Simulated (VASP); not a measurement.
# Mo (Fm-3m) in VASP: a series of runs

Runs on Mo. Level: r2SCAN. Tasks: single point.

Program: VASP 6.6.1. These are calculated values, not measurements. Logs are shortened: lines on timing, memory, paths and dates and some standing lists are left out, and cuts for length are marked.

## 1. The cell of the first run

The structure is cubic, space group Fm-3m (No. 225). The conventional cell has a = 4.030 Å, b = 4.030 Å, c = 4.030 Å, α = 90.00°, β = 90.00°, γ = 90.00°. Within 3.8 Å of Mo (site symmetry m-3m) lie 12 Mo at 2.85 Å.

## 2. Single point, r2SCAN

File POSCAR:

```
Mo
1.0
    0.0000000000      2.0150000000      2.0150000000
    2.0150000000      0.0000000000      2.0150000000
    2.0150000000      2.0150000000      0.0000000000
Mo
1
Direct
    0.0000000000      0.0000000000      0.0000000000
```

File INCAR.step1:

```
PREC = Accurate
ENCUT = 520
ISMEAR = 0
SIGMA = 0.15
LREAL = False
LASPH = True
NELM = 100
NBANDS = 13
GGA = PE
ALGO = Normal
EDIFF = 1E-4
LWAVE = True
LCHARG = False
```

File INCAR.step2:

```
PREC = Accurate
ENCUT = 520
EDIFF = 1E-6
ISMEAR = 0
SIGMA = 0.15
LREAL = False
LASPH = True
NELM = 100
ALGO = Normal
ISIF = 2
LWAVE = False
LCHARG = False
METAGGA = R2SCAN
LMIXTAU = True
NBANDS = 13
ISTART = 1
```

File KPOINTS:

```
Automatic mesh
0
Gamma
  20 20 20
```

Potentials or basis: VASP PAW PBE potentials, release 64 (Mo_sv).

On the command line:

```sh
$ cat potpaw_PBE.64/Mo_sv/POTCAR > POTCAR
$ cp INCAR.step1 INCAR
$ mpirun -np 1 vasp_std > vasp.out
$ cp INCAR.step2 INCAR
$ mpirun -np 1 vasp_std > vasp.out
```

OUTCAR:

```text
PREC = Accurate
   ENCUT = 520
   EDIFF = 1E-6
   ISMEAR = 0
   LREAL = False
   LASPH = True
   NELM = 100
   ISIF = 2
   METAGGA = R2SCAN
   ISTART = 1

 ion  position               nearest neighbor table
   1  0.000  0.000  0.000-

  LATTYP: Found a face centered cubic cell.
 ALAT       =     4.0300000000

  Lattice vectors:

 A1 = (   0.0000000000,   2.0150000000,   2.0150000000)
 A2 = (   2.0150000000,   0.0000000000,   2.0150000000)
 A3 = (   2.0150000000,   2.0150000000,   0.0000000000)

Analysis of symmetry for initial positions (statically):
=====================================================================
 Subroutine PRICEL returns:
 Original cell was already a primitive cell.

 Routine SETGRP: Setting up the symmetry group for a
 face centered cubic supercell.

 Subroutine GETGRP returns: Found 48 space group operations
 (whereof 48 operations were pure point group operations)
 out of a pool of 48 trial point group operations.

The static configuration has the point symmetry O_h .

Analysis of symmetry for dynamics (positions and initial velocities):
=====================================================================
 Subroutine PRICEL returns:
 Original cell was already a primitive cell.

 Routine SETGRP: Setting up the symmetry group for a
 face centered cubic supercell.

 Subroutine GETGRP returns: Found 48 space group operations
 (whereof 48 operations were pure point group operations)
 out of a pool of 48 trial point group operations.

The dynamic configuration has the point symmetry O_h .

 Subroutine INISYM returns: Found 48 space group operations
 (whereof 48 operations are pure point group operations),
 and found     1 'primitive' translations

----------------------------------------------------------------------------------------

                                     Primitive cell

  volume of cell :      16.3627

  direct lattice vectors                    reciprocal lattice vectors
     0.000000000  2.015000000  2.015000000    -0.248138958  0.248138958  0.248138958
     2.015000000  0.000000000  2.015000000     0.248138958 -0.248138958  0.248138958
     2.015000000  2.015000000  0.000000000     0.248138958  0.248138958 -0.248138958

  length of vectors
     2.849640328  2.849640328  2.849640328     0.429789282  0.429789282  0.429789282

  position of ions in fractional coordinates (direct lattice)
     0.000000000  0.000000000  0.000000000

  ion indices of the primitive-cell ions
   primitive index   ion index
                 1           1

----------------------------------------------------------------------------------------

 KPOINTS: Automatic mesh

Automatic generation of k-mesh.
 Grid dimensions read from file:
 generate k-points for:   20   20   20

 Generating k-lattice:

  Cartesian coordinates                     Fractional coordinates (reciprocal lattice)
    -0.012406948  0.012406948  0.012406948     0.050000000  0.000000000  0.000000000
     0.012406948 -0.012406948  0.012406948     0.000000000  0.050000000  0.000000000
     0.012406948  0.012406948 -0.012406948     0.000000000  0.000000000  0.050000000

  Length of vectors
     0.021489464  0.021489464  0.021489464

  Shift w.r.t. Gamma in fractional coordinates (k-lattice)
     0.000000000  0.000000000  0.000000000

 Subroutine IBZKPT returns following result:
 ===========================================

 Found    256 irreducible k-points:

 Following reciprocal coordinates:
            Coordinates               Weight
  0.000000  0.000000  0.000000      1.000000
  0.050000  0.000000  0.000000      8.000000
  0.100000  0.000000  0.000000      8.000000
  0.150000  0.000000  0.000000      8.000000
  0.200000  0.000000  0.000000      8.000000
  0.250000  0.000000  0.000000      8.000000
[... 16 lines left out ...]
 -0.400000  0.050000  0.000000     24.000000
 -0.350000  0.050000  0.000000     24.000000
 [... further k-points ...]
   k-points           NKPTS =    256   k-points in BZ     NKDIM =    256   number of bands    NBANDS=     13
   number of dos      NEDOS =    301   number of ions     NIONS =      1
   total plane-waves  NPLWV =  13824
   dimension x,y,z NGX =    24 NGY =   24 NGZ =   24
   dimension x,y,z NGXF=    48 NGYF=   48 NGZF=   48
   ions per type =               1
   NGX,Y,Z   is equivalent  to a cutoff of  14.00, 14.00, 14.00 a.u.
   NGXF,Y,Z  is equivalent  to a cutoff of  28.00, 28.00, 28.00 a.u.
 SYSTEM =  unknown system
   PREC   = accura    normal or accurate (medium, high low for compatibility)
   ISTART =      1    job   : 0-new  1-cont  2-samecut
   ICHARG =      0    charge: 1-file 2-atom 10-const
   ISPIN  =      1    spin polarized calculation?
   LNONCOLLINEAR =      F non collinear calculations
   LSORBIT =      F    spin-orbit coupling
   LASPH  =      T    aspherical Exc in radial PAW
   ENCUT  =  520.0 eV  38.22 Ry    6.18 a.u.   5.30  5.30  5.30*2*pi/ulx,y,z
   NELM   =    100;   NELMIN=  2; NELMDL=  0     # of ELM steps
   EDIFF  = 0.1E-05   stopping-criterion for ELM
   LREAL  =      F    real-space projection
   EDIFFG = 0.1E-04   stopping-criterion for IOM
   NSW    =      0    number of steps for IOM
   IBRION =     -1    ionic relax: 0-MD 1-quasi-New 2-CG
   NFREE  =      0    steps in history (QN), initial steepest desc. (CG)
   ISIF   =      2    stress and relaxation
   ISYM   =      2    0-nonsym 1-usesym 2-fastsym
   POTIM  = 0.5000    time-step for ionic-motion
   TEBEG  =    0.0;   TEEND  =   0.0 temperature during run
   PSTRESS=    0.0 pullay stress
   NELECT =      14.0000    total number of electrons
   NUPDOWN=      -1.0000    fix difference up-down
   EMIN   =  10.00;   EMAX   =-10.00  energy-range for DOS
   EFERMI =   0.00;   METHOD = LEGACY
   ISMEAR =     0;   SIGMA  =   0.15  broadening in eV -4-tet -1-fermi 0-gaus
   EFERMI_NEDOS =   21; number of points for ismear=-14 and -15
   IALGO  =     38    algorithm
   IMIX   =      4    mixing-type and parameters
     AMIX     =   0.40;   BMIX     =  1.00
     AMIX_MAG =   1.60;   BMIX_MAG =  1.00
  volume/ion in A,a.u.               =      16.36       110.42
  Fermi-wavevector in a.u.,A,eV,Ry     =   1.554172  2.936960 32.864208  2.415451
  Thomas-Fermi vector in A             =   2.658297
   LORBIT       =      0    0 simple, 1 ext, 2 COOP (PROOUT), +10 PAW based schemes
   METAGGA = R2SCAN    functional components
   LHFCALC =     F    Hartree Fock is set to
   AEXX    =    0.0000 exact exchange contribution
   IVDW    =     0    specifies the selected vdW correction
   LEPSILON=     F    determine dielectric tensor
   LRPA    =     F    only Hartree local field effects (RPA)
 non-spin polarized calculation
 Gauss-broadening in eV      SIGMA  =   0.15
  energy-cutoff  :      520.00
  volume of cell :       16.36
 maximum number of plane-waves:       459
 NGX is ok and might be reduce to    24
   NGX = 11   NGY = 11   NGZ = 11

 number of electron      14.0000001 magnetization

 Free energy of the ion-electron system (eV)
  ---------------------------------------------------
  ext. energy  EPLUGINS =         0.00000000
  ---------------------------------------------------
  free energy    TOTEN  =       -25.59313673 eV

  energy without entropy =      -25.57911953  energy(sigma->0) =      -25.58612813

 E-fermi :  11.4175     XC(G=0): -14.3265

 val. band max:       11.4160584288   @ k =  -0.4000   0.3500   0.0000
 cond. band min:      11.4228021946   @ k =   0.2000   0.1500   0.0500
 fundamental gap:      0.0067437658
 Fermi energy:        11.4174650007

 k-point     1 :       0.0000    0.0000    0.0000
  band No.  band energies     occupation
      1     -51.2479      2.00000
      2     -23.8504      2.00000
      3     -23.8504      2.00000
      4     -23.8504      2.00000
      5       4.3338      2.00000
      6      10.6963      2.00000
      7      10.6963      2.00000
      8      10.6963      2.00000
      9      13.5382      0.00000
     10      13.5382      0.00000
     11      24.9975      0.00000
     12      30.6419      0.00000
     13      30.6419      0.00000

 k-point     2 :       0.0500    0.0000    0.0000
  band No.  band energies     occupation
      1     -51.2424      2.00000
      2     -23.8845      2.00000
      3     -23.8546      2.00000
      4     -23.8546      2.00000
      5       4.4393      2.00000
      6      10.6218      2.00000
      7      10.7441      2.00000
      8      10.7441      2.00000
      9      13.4995      0.00000
     10      13.4995      0.00000
     11      25.2007      0.00000
     12      30.1277      0.00000
     13      30.8275      0.00000

 k-point     3 :       0.1000    0.0000    0.0000
  band No.  band energies     occupation
      1     -51.2265      2.00000
      2     -23.9827      2.00000
      3     -23.8669      2.00000
      4     -23.8669      2.00000
      5       4.7445      2.00000
      6      10.4253      2.00000
      7      10.8733      2.00000
      8      10.8733      2.00000
      9      13.4059      0.00000
     10      13.4059      0.00000
     11      25.7656      0.00000
     12      29.0549      0.00000
     13      31.3703      0.00000
[... 305 lines left out ...]
 k-point    23 :      -0.4000    0.0500    0.0000
  band No.  band energies     occupation
      1     -51.0321      2.00000
      2     -25.0676      2.00000
      3     -24.0417      2.00000
      4     -24.0060      2.00000
      5       6.7765      2.00000
      6      10.5832      2.00000
      7      10.7361      2.00000
      8      11.9348      0.00000
      9      14.9600      0.00000
     10      15.6454      0.00000
     11      23.2897      0.00000
     12      25.5840      0.00000
     13      31.5104      0.00000

 k-point    24 :      -0.3500    0.0500    0.0000
  band No.  band energies     occupation
      1     -51.0548      2.00000
      2     -24.9468      2.00000
      3     -24.0289      2.00000
      4     -23.9848      2.00000
      5       6.8108      2.00000
      6      10.7327      2.00000
      7      10.8622      2.00000
      8      11.1721      1.97928
      9      14.4236      0.00000
     10      15.2136      0.00000
     11      23.9195      0.00000
     12      26.5935      0.00000
     13      32.3432      0.00000

 [... further k-points ...]

------------------------ aborting loop because EDIFF is reached ----------------------------------------

  FORCE on cell =-STRESS in cart. coord.  units (eV):
  Direction    XX          YY          ZZ          XY          YZ          ZX
  --------------------------------------------------------------------------------------
  -------------------------------------------------------------------------------------
  Total       -0.6605624     -0.6605624     -0.6605624      0.0000000     -0.0000000      0.0000000
  in kB      -64.6798910    -64.6798910    -64.6798910      0.0000000     -0.0000000      0.0000000
  external PRESSURE =     -64.6798910 kB  Pullay stress =       0.0000000 kB

 VOLUME and BASIS-vectors are now :
 -----------------------------------------------------------------------------
  energy-cutoff  :      520.00
  volume of cell :       16.36
      direct lattice vectors                 reciprocal lattice vectors
     0.000000000  2.015000000  2.015000000    -0.248138958  0.248138958  0.248138958
     2.015000000  0.000000000  2.015000000     0.248138958 -0.248138958  0.248138958
     2.015000000  2.015000000  0.000000000     0.248138958  0.248138958 -0.248138958

 POSITION                                       TOTAL-FORCE (eV/Angst)
 -----------------------------------------------------------------------------------
      0.00000      0.00000      0.00000        -0.000000      0.000000      0.000000
 -----------------------------------------------------------------------------------
    total drift:                               -0.000000     -0.000000     -0.000000

  FREE ENERGIE OF THE ION-ELECTRON SYSTEM (eV)
  ---------------------------------------------------
  free  energy   TOTEN  =       -25.5931367281 eV

  energy  without entropy=      -25.5791195320  energy(sigma->0) =      -25.58612813
```

It took 3.9 min on 1 thread of AMD EPYC 7R13 (Zen 3), shared host; peak memory 0.15 GiB.

Results:

```
Free energy            : -25.5931 eV
Pressure               : -6.5 GPa
Band gap on the k mesh : zero (band 7 reaches 15.41 eV, above the bottom of band 8 at 10.70 eV)
```

Caveat: the PAW data sets were made with another functional, which shifts forces and pressure a little.

## 3. Single point, r2SCAN

POSCAR is that of step 2.

File INCAR.step1:

```
PREC     = Accurate       # precision mode
ENCUT    = 520            # plane-wave cutoff, eV
ISMEAR   = 0              # smearing method
SIGMA    = 0.15           # smearing width, eV
LREAL    = False          # projectors in reciprocal space
LASPH    = True           # aspherical terms in the spheres
NELM     = 60             # most SCF steps
NBANDS   = 13             # bands
GGA      = PE             # functional
ALGO     = Normal         # electronic algorithm
EDIFF    = 1E-4           # SCF threshold, eV
LWAVE    = True           # write WAVECAR
LCHARG   = False          # write CHGCAR
```

File INCAR.step2:

```
PREC     = Accurate       # precision mode
ENCUT    = 520            # plane-wave cutoff, eV
EDIFF    = 1E-6           # SCF threshold, eV
ISMEAR   = 0              # smearing method
SIGMA    = 0.15           # smearing width, eV
LREAL    = False          # projectors in reciprocal space
LASPH    = True           # aspherical terms in the spheres
NELM     = 60             # most SCF steps
ALGO     = Normal         # electronic algorithm
ISIF     = 2              # what is computed and relaxed
LWAVE    = False          # write WAVECAR
LCHARG   = True           # write CHGCAR
METAGGA  = R2SCAN         # meta-GGA
LMIXTAU  = True         
LELF     = True           # ELF
LVHAR    = True         
NBANDS   = 13             # bands
ISTART   = 1
```

File KPOINTS:

```
regular mesh
0
Gamma
  22 22 22
```

Potentials or basis: VASP PAW PBE potentials, release 64 (Mo_sv).

On the command line:

```sh
$ cat potpaw_PBE.64/Mo_sv/POTCAR > POTCAR
$ cp INCAR.step1 INCAR
$ mpirun -np 1 vasp_std > vasp.out
$ cp INCAR.step2 INCAR
$ mpirun -np 1 vasp_std > vasp.out
```

Wall time 8.8 min (1 thread of AMD EPYC 7R13 (Zen 3), shared host); peak memory 0.16 GiB.

The run converged. Its results:

- Free energy: -25.5929 eV
- Pressure: -6.6 GPa
- Band gap on the k mesh: zero (band 7 reaches 15.41 eV, above the bottom of band 8 at 10.70 eV)

Levels at points of the mesh, in eV from the Fermi level:
```tsv
k point	band 5	band 6	band 7	band 8	band 9	band 10
(0.00, 0.00, 0.00)	-7.09	-0.73	-0.73	-0.73	2.12	2.12
(0.50, 0.00, 0.00)	-4.78	-0.84	-0.84	1.40	4.11	4.11
(0.50, 0.50, 0.00)	-5.04	-4.42	3.98	4.14	4.64	4.64
```

Caveat: the PAW data sets were made with another functional, which shifts forces and pressure a little.
